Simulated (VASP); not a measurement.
# Sn (I4/mmm) in VASP: further runs

Runs on Sn. Level: PBEsol+D3(BJ). Tasks: single point.

All numbers are computed with VASP 6.6.1; they aren't measurements. Logs are shortened: lines on timing, memory, paths and dates and some standing lists are left out, and cuts for length are marked.

### Step 1. The cell of the first run

Symmetry: I4/mmm, No. 139, tetragonal system. Conventional cell: a = 3.841 Å, b = 3.841 Å, c = 3.688 Å, α = 90.00°, β = 90.00°, γ = 90.00°. Sn (site symmetry 4/mmm) has 14 Sn at 3.28 to 3.84 Å within 4.3 Å.

### Step 2. Single point, PBEsol+D3(BJ)

The input, INCAR:

```
SYSTEM = Sn
ALGO = Fast
EDIFF = 1E-6
ENCUT = 520
GGA = PS
ISIF = 2
ISMEAR = 0
IVDW = 12
LASPH = .TRUE.
LCHARG = .TRUE.
LELF = .TRUE.
LREAL = .FALSE.
LVHAR = .TRUE.
LWAVE = .FALSE.
NBANDS = 13
NELM = 100
PREC = Accurate
SIGMA = 0.15
```

The input, KPOINTS:

```
k-points
0
G
  20 20 20
  0 0 0
```

The input, POSCAR:

```
Sn
1.0
   -1.9206091793      1.9206091793      1.8437848121
    1.9206091793     -1.9206091793      1.8437848121
    1.9206091793      1.9206091793     -1.8437848121
Sn
1
Direct
    0.0000000000      0.0000000000      0.0000000000
```

Potentials or basis: VASP PAW PBE potentials, release 64 (Sn_d).

On the command line:

```
$ cat potpaw_PBE.64/Sn_d/POTCAR > POTCAR
$ mpirun -np 1 vasp_std > vasp.out
```

OUTCAR:

```text
SYSTEM = Sn
   EDIFF = 1E-6
   ENCUT = 520
   GGA = PS
   ISIF = 2
   ISMEAR = 0
   IVDW = 12
   LASPH = .TRUE.
   LREAL = .FALSE.
   NELM = 100
   PREC = Accurate
 IVDW          = 12

 ion  position               nearest neighbor table
   1  0.000  0.000  0.000-

  LATTYP: Found a body centered tetragonal cell.
 ALAT       =     3.8412183586
 C/A-ratio  =     0.9600000000

  Lattice vectors:

 A1 = (  -1.9206091793,   1.9206091793,   1.8437848121)
 A2 = (   1.9206091793,  -1.9206091793,   1.8437848121)
 A3 = (   1.9206091793,   1.9206091793,  -1.8437848121)

Analysis of symmetry for initial positions (statically):
=====================================================================
 Subroutine PRICEL returns:
 Original cell was already a primitive cell.

 Routine SETGRP: Setting up the symmetry group for a
 body centered tetragonal supercell.

 Subroutine GETGRP returns: Found 16 space group operations
 (whereof 16 operations were pure point group operations)
 out of a pool of 16 trial point group operations.

The static configuration has the point symmetry D_4h.

Analysis of symmetry for dynamics (positions and initial velocities):
=====================================================================
 Subroutine PRICEL returns:
 Original cell was already a primitive cell.

 Routine SETGRP: Setting up the symmetry group for a
 body centered tetragonal supercell.

 Subroutine GETGRP returns: Found 16 space group operations
 (whereof 16 operations were pure point group operations)
 out of a pool of 16 trial point group operations.

The dynamic configuration has the point symmetry D_4h.

 Subroutine INISYM returns: Found 16 space group operations
 (whereof 16 operations are pure point group operations),
 and found     1 'primitive' translations

----------------------------------------------------------------------------------------

                                     Primitive cell

  volume of cell :      27.2050

  direct lattice vectors                    reciprocal lattice vectors
    -1.920609179  1.920609179  1.843784812     0.000000000  0.260334068  0.271181320
     1.920609179 -1.920609179  1.843784812     0.260334068  0.000000000  0.271181320
     1.920609179  1.920609179 -1.843784812     0.260334068  0.260334068  0.000000000

  length of vectors
     3.282837442  3.282837442  3.282837442     0.375916394  0.375916394  0.368167969

  position of ions in fractional coordinates (direct lattice)
     0.000000000  0.000000000  0.000000000

  ion indices of the primitive-cell ions
   primitive index   ion index
                 1           1

----------------------------------------------------------------------------------------

 KPOINTS: k-points

Automatic generation of k-mesh.
 Grid dimensions read from file:
 generate k-points for:   20   20   20

 Generating k-lattice:

  Cartesian coordinates                     Fractional coordinates (reciprocal lattice)
     0.000000000  0.013016703  0.013559066     0.050000000  0.000000000 -0.000000000
     0.013016703  0.000000000  0.013559066     0.000000000  0.050000000 -0.000000000
     0.013016703  0.013016703  0.000000000     0.000000000  0.000000000  0.050000000

  Length of vectors
     0.018795820  0.018795820  0.018408398

  Shift w.r.t. Gamma in fractional coordinates (k-lattice)
     0.000000000  0.000000000  0.000000000

 Subroutine IBZKPT returns following result:
 ===========================================

 Found    641 irreducible k-points:

 Following reciprocal coordinates:
            Coordinates               Weight
  0.000000  0.000000  0.000000      1.000000
  0.050000 -0.000000  0.000000      8.000000
  0.100000 -0.000000  0.000000      8.000000
  0.150000  0.000000 -0.000000      8.000000
  0.200000 -0.000000  0.000000      8.000000
  0.250000 -0.000000  0.000000      8.000000
[... 16 lines left out ...]
 -0.400000  0.050000  0.000000     16.000000
 -0.350000  0.050000  0.000000     16.000000
 [... further k-points ...]
   k-points           NKPTS =    641   k-points in BZ     NKDIM =    641   number of bands    NBANDS=     13
   number of dos      NEDOS =    301   number of ions     NIONS =      1
   total plane-waves  NPLWV =  13824
   dimension x,y,z NGX =    24 NGY =   24 NGZ =   24
   dimension x,y,z NGXF=    48 NGYF=   48 NGZF=   48
   ions per type =               1
   NGX,Y,Z   is equivalent  to a cutoff of  12.15, 12.15, 12.15 a.u.
   NGXF,Y,Z  is equivalent  to a cutoff of  24.31, 24.31, 24.31 a.u.
 SYSTEM =  Sn
   PREC   = accura    normal or accurate (medium, high low for compatibility)
   ISTART =      0    job   : 0-new  1-cont  2-samecut
   ICHARG =      2    charge: 1-file 2-atom 10-const
   ISPIN  =      1    spin polarized calculation?
   LNONCOLLINEAR =      F non collinear calculations
   LSORBIT =      F    spin-orbit coupling
   LASPH  =      T    aspherical Exc in radial PAW
   ENCUT  =  520.0 eV  38.22 Ry    6.18 a.u.   6.10  6.10  6.10*2*pi/ulx,y,z
   NELM   =    100;   NELMIN=  2; NELMDL= -5     # of ELM steps
   EDIFF  = 0.1E-05   stopping-criterion for ELM
   LREAL  =      F    real-space projection
   EDIFFG = 0.1E-04   stopping-criterion for IOM
   NSW    =      0    number of steps for IOM
   IBRION =     -1    ionic relax: 0-MD 1-quasi-New 2-CG
   NFREE  =      0    steps in history (QN), initial steepest desc. (CG)
   ISIF   =      2    stress and relaxation
   ISYM   =      2    0-nonsym 1-usesym 2-fastsym
   POTIM  = 0.5000    time-step for ionic-motion
   TEBEG  =    0.0;   TEEND  =   0.0 temperature during run
   PSTRESS=    0.0 pullay stress
   NELECT =      14.0000    total number of electrons
   NUPDOWN=      -1.0000    fix difference up-down
   EMIN   =  10.00;   EMAX   =-10.00  energy-range for DOS
   EFERMI =   0.00;   METHOD = LEGACY
   ISMEAR =     0;   SIGMA  =   0.15  broadening in eV -4-tet -1-fermi 0-gaus
   EFERMI_NEDOS =   21; number of points for ismear=-14 and -15
   IALGO  =     68    algorithm
   IMIX   =      4    mixing-type and parameters
     AMIX     =   0.40;   BMIX     =  1.00
     AMIX_MAG =   1.60;   BMIX_MAG =  1.00
  volume/ion in A,a.u.               =      27.20       183.59
  Fermi-wavevector in a.u.,A,eV,Ry     =   1.311902  2.479136 23.416813  1.721087
  Thomas-Fermi vector in A             =   2.442332
   LORBIT       =      0    0 simple, 1 ext, 2 COOP (PROOUT), +10 PAW based schemes
   GGA     = PS    functional components
   LHFCALC =     F    Hartree Fock is set to
   AEXX    =    0.0000 exact exchange contribution
   IVDW    =    12    specifies the selected vdW correction
   LEPSILON=     F    determine dielectric tensor
   LRPA    =     F    only Hartree local field effects (RPA)
 non-spin polarized calculation
 RMM-DIIS sequential band-by-band and
 Gauss-broadening in eV      SIGMA  =   0.15
  energy-cutoff  :      520.00
  volume of cell :       27.20
 maximum number of plane-waves:       746
   NGX = 13   NGY = 13   NGZ = 13

 number of electron      14.0000000 magnetization

 Free energy of the ion-electron system (eV)
  ---------------------------------------------------
  ext. energy  EPLUGINS =         0.00000000
  ---------------------------------------------------
  free energy    TOTEN  =        -4.22835155 eV

  energy without entropy =       -4.22154006  energy(sigma->0) =       -4.22494581

 E-fermi :   7.9136     XC(G=0): -10.5017

 val. band max:        7.9117966235   @ k =  -0.3000   0.4500   0.2000
 cond. band min:       7.9142309460   @ k =   0.2500   0.2000   0.1000
 fundamental gap:      0.0024343225
 Fermi energy:         7.9135818572

 k-point     1 :       0.0000    0.0000    0.0000
  band No.  band energies     occupation
      1     -13.5393      2.00000
      2     -13.5283      2.00000
      3     -13.5283      2.00000
      4     -13.4056      2.00000
      5     -13.3833      2.00000
      6      -3.1765      2.00000
      7      15.7417      0.00000
      8      15.7417      0.00000
      9      16.0430      0.00000
     10      19.9132      0.00000
     11      19.9132      0.00000
     12      20.1244      0.00000
     13      20.4147      0.00000

 k-point     2 :       0.0500   -0.0000    0.0000
  band No.  band energies     occupation
      1     -13.5379      2.00000
      2     -13.5268      2.00000
      3     -13.5255      2.00000
      4     -13.4057      2.00000
      5     -13.3845      2.00000
      6      -3.1212      2.00000
      7      15.3883      0.00000
      8      15.5080      0.00000
      9      15.8355      0.00000
     10      19.2593      0.00000
     11      19.3439      0.00000
     12      20.0918      0.00000
     13      20.5831      0.00000

 k-point     3 :       0.1000   -0.0000    0.0000
  band No.  band energies     occupation
      1     -13.5392      2.00000
      2     -13.5226      2.00000
      3     -13.5119      2.00000
      4     -13.4058      2.00000
      5     -13.3876      2.00000
      6      -2.9553      2.00000
      7      14.2454      0.00000
      8      14.9446      0.00000
      9      15.5291      0.00000
     10      18.4102      0.00000
     11      18.6490      0.00000
     12      19.8783      0.00000
     13      21.3841      0.00000
[... 305 lines left out ...]
 k-point    23 :      -0.4000    0.0500    0.0000
  band No.  band energies     occupation
      1     -13.5725      2.00000
      2     -13.5108      2.00000
      3     -13.4025      2.00000
      4     -13.3992      2.00000
      5     -13.3423      2.00000
      6      -0.0695      2.00000
      7       5.9423      2.00000
      8      11.4255      0.00000
      9      13.1141      0.00000
     10      16.1010      0.00000
     11      16.8350      0.00000
     12      21.9899      0.00000
     13      23.4345      0.00000

 k-point    24 :      -0.3500    0.0500    0.0000
  band No.  band energies     occupation
      1     -13.5664      2.00000
      2     -13.5079      2.00000
      3     -13.4064      2.00000
      4     -13.3994      2.00000
      5     -13.3702      2.00000
      6      -0.8201      2.00000
      7       7.3267      2.00000
      8      11.7924      0.00000
      9      13.4073      0.00000
     10      16.3366      0.00000
     11      17.1016      0.00000
     12      21.3092      0.00000
     13      23.1194      0.00000

 [... further k-points ...]

------------------------ aborting loop because EDIFF is reached ----------------------------------------

 Edisp (eV)   -0.38883

 E8    (eV) :    -0.2741

  FORCE on cell =-STRESS in cart. coord.  units (eV):
  Direction    XX          YY          ZZ          XY          YZ          ZX
  --------------------------------------------------------------------------------------
  -------------------------------------------------------------------------------------
  Total      -0.70371    -0.70371    -0.87962     0.00000     0.00000     0.00000
  in kB     -41.44364   -41.44364   -51.80328     0.00000     0.00000     0.00000
  external pressure =      -44.90 kB  Pullay stress =        0.00 kB

 VOLUME and BASIS-vectors are now :
 -----------------------------------------------------------------------------
  energy-cutoff  :      520.00
  volume of cell :       27.20
      direct lattice vectors                 reciprocal lattice vectors
    -1.920609179  1.920609179  1.843784812     0.000000000  0.260334068  0.271181320
     1.920609179 -1.920609179  1.843784812     0.260334068  0.000000000  0.271181320
     1.920609179  1.920609179 -1.843784812     0.260334068  0.260334068  0.000000000

 POSITION                                       TOTAL-FORCE (eV/Angst)
 -----------------------------------------------------------------------------------
      0.00000      0.00000      0.00000         0.000000     -0.000000      0.000000
 -----------------------------------------------------------------------------------
    total drift:                                0.000000      0.000000      0.000000

  FREE ENERGIE OF THE ION-ELECTRON SYSTEM (eV)
  ---------------------------------------------------
  free  energy   TOTEN  =        -4.6171822708 eV

  energy  without entropy=       -4.6103707761  energy(sigma->0) =       -4.61377652
```

Wall time 56 s (1 thread of Intel Xeon 6975P-C (Granite Rapids), shared host); peak memory 0.32 GiB.

What came out:

- Free energy: -4.6172 eV
- Pressure: -4.5 GPa
- Band gap on the k mesh: zero (bands 7 and 8 overlap by 10.20 eV)
- Dispersion energy per atom: -0.389 eV

Caveat: the cell stands under tension; the PAW data sets were made with another functional, which shifts forces and pressure a little; spin-orbit coupling is left out, which moves the levels of the heavy elements.

### Step 3. Single point, PBEsol+D3(BJ)

The input, INCAR:

```
ALGO     = Fast           # electronic algorithm
EDIFF    = 1E-6           # SCF threshold, eV
ENCUT    = 520            # plane-wave cutoff, eV
GGA      = PS             # functional
ISIF     = 2              # what is computed and relaxed
ISMEAR   = 0              # smearing method
IVDW     = 12             # dispersion correction
LASPH    = T              # aspherical terms in the spheres
LCHARG   = F              # write CHGCAR
LREAL    = F              # projectors in reciprocal space
LWAVE    = F              # write WAVECAR
NBANDS   = 13             # bands
NELM     = 60             # most SCF steps
PREC     = Accurate       # precision mode
SIGMA    = 0.15           # smearing width, eV
```

The input, KPOINTS:

```
k-points
0
Gamma
  20 20 20
```

The input, POSCAR:

```
Sn
1.0
   -1.8640875742      1.8640875742      1.9572919529
    1.8640875742     -1.8640875742      1.9572919529
    1.8640875742      1.8640875742     -1.9572919529
Sn
1
Direct
    0.0000000000      0.0000000000      0.0000000000
```

Potentials or basis: VASP PAW PBE potentials, release 64 (Sn_d).

On the command line:

```
$ cat potpaw_PBE.64/Sn_d/POTCAR > POTCAR
$ mpirun -np 1 vasp_std > vasp.out
```

Wall time 53 s (1 thread of Intel Xeon 6975P-C (Granite Rapids), shared host); peak memory 0.32 GiB.

Results (log left out):

```
Free energy                : -4.6166 eV
Pressure                   : -4.4 GPa
Band gap on the k mesh     : zero (bands 7 and 8 overlap by 10.15 eV)
Dispersion energy per atom : -0.389 eV
```

Stress tensor (GPa, compression positive):
```
-4.68  0.00  0.00
 0.00 -4.68  0.00
 0.00  0.00 -3.95
```

Levels at points of the mesh, in eV from the Fermi level:
```
           k point  band 5  band 6  band 7  band 8  band 9  band 10
(0.00, 0.00, 0.00)  -21.29  -11.09    7.78    8.00    8.00    11.73
(0.50, 0.00, 0.00)  -21.22   -6.52   -4.46    3.82    5.71     8.21
(0.50, 0.50, 0.00)  -21.21   -6.21   -4.32    3.23    4.88     7.49
(0.50, 0.50, 0.50)  -21.23   -2.57   -1.05   -0.16   -0.16     3.71
```

Caveat: the cell stands under tension; the PAW data sets were made with another functional, which shifts forces and pressure a little; spin-orbit coupling is left out, which moves the levels of the heavy elements.
